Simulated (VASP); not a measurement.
Input of a VASP 6.6.1 run:

The input INCAR:

```
SYSTEM = Al3GaIr
ALGO     = Normal         ! electronic algorithm
EDIFF    = 1E-7           ! SCF threshold, eV
EDIFFG   = -0.01          ! ionic threshold
ENCUT    = 600            ! plane-wave cutoff, eV
GGA      = PE             ! functional
IBRION   = 2              ! ionic algorithm
ISIF     = 3              ! what is computed and relaxed
ISMEAR   = 0              ! smearing method
LASPH    = .True.         ! aspherical terms in the spheres
LCHARG   = .False.        ! write CHGCAR
LREAL    = .False.        ! projectors in reciprocal space
LWAVE    = .False.        ! write WAVECAR
NELM     = 100            ! most SCF steps
NSW      = 100            ! ionic steps
PREC     = Accurate       ! precision mode
SIGMA    = 0.1            ! smearing width, eV
```

File KPOINTS:

```
k-points
0
Gamma
  8 8 8
  0 0 0
```

File POSCAR:

```
Al3GaIr
1.0
    4.7630394220      0.0000000000      0.0000000000
    0.0000000000      4.7630394220      0.0000000000
    0.0000000000      0.0000000000      4.7630394220
Al Ga Ir
3 1 1
Direct
    0.5000000000      0.0000000000      0.0000000000
    0.0000000000      0.5000000000      0.0000000000
    0.0000000000      0.0000000000      0.5000000000
    0.5000000000      0.5000000000      0.5000000000
    0.0000000000      0.0000000000      0.0000000000
```

Potentials or basis: VASP PAW PBE potentials, release 64 (Al, Ga_d, Ir).

Command:

```console
$ cat potpaw_PBE.64/Al/POTCAR potpaw_PBE.64/Ga_d/POTCAR potpaw_PBE.64/Ir/POTCAR > POTCAR
$ mpirun -np 1 vasp_std > vasp.out
```

Problem. What does it give for the space group after relaxing (to 0.1 Å)?

Solution. Pm-3m (No. 221).

Problem. Estimate the relaxed volume.

Solution. 21.68 Å³/atom.

Problem. Estimate the band gap on the k mesh.

Solution. Zero (an odd number of electrons rules out a gap without spin polarisation).

Problem. Predict the relaxed cell.

Solution. a = 4.768 Å, b = 4.768 Å, c = 4.768 Å, α = 90.00°, β = 90.00°, γ = 90.00°.

Step by step:
```
step  energy change (eV)  largest force (eV/Å)  pressure (GPa)  volume (Å³)
   1              0.0000                0.0000            0.27       108.06
   2             -0.0002                0.0000           -0.15       108.62
   3             -0.0003                0.0000            0.01       108.41
```

Caveat: spin-orbit coupling is left out, which moves the levels of the heavy elements.
